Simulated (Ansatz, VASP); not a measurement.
**Two plane-wave programs on CuSn**

```
Cu Sn
1.0
     4.20067    0.00000    0.00000
    -2.10033    3.63788    0.00000
     0.00000    0.00000    5.06633
Cu Sn
2 2
Direct
  0.00000 0.00000 0.00000
  0.00000 0.00000 0.50000
  0.33333 0.66667 0.25000
  0.66667 0.33333 0.75000
```

Alike in both runs: task relaxation of cell and atoms; functional LDA; k mesh 12 × 12 × 8; occupations gaussian, width 0.1 eV; no spin polarisation.

```csv
,VASP,Ansatz
version,VASP 6.6.1,Ansatz 0.2.0
potentials or method,"VASP PAW LDA potentials, release 64 (Cu, Sn_d), cutoff 600 eV","scalar-relativistic, plane waves, PAW"
valence electrons in the cell,50,66
```

VASP gave:

| Item | Value |
| --- | --- |
| gap on the k mesh at the Fermi level, each at its own relaxed structure (eV) | none |
| relaxed volume (Å³/atom) | 17.74 |
| relaxed length of the cell vector where the two differ most in proportion (Å) | 4.930 |

Q: What did Ansatz give for the same quantities?

A: gap on the k mesh at the Fermi level, each at its own relaxed structure (eV): none; relaxed volume (Å³/atom): 17.68; relaxed length of the cell vector where the two differ most in proportion (Å): 4.920.

LDA's correlation is that of Perdew and Zunger in VASP and of Perdew and Wang (1992) in Ansatz. A gap of «none» marks a metal or a gap that the smearing closes. VASP's potentials hold 50 valence electrons a cell and Ansatz's 66, so a difference there can come from the potentials and not from the codes.
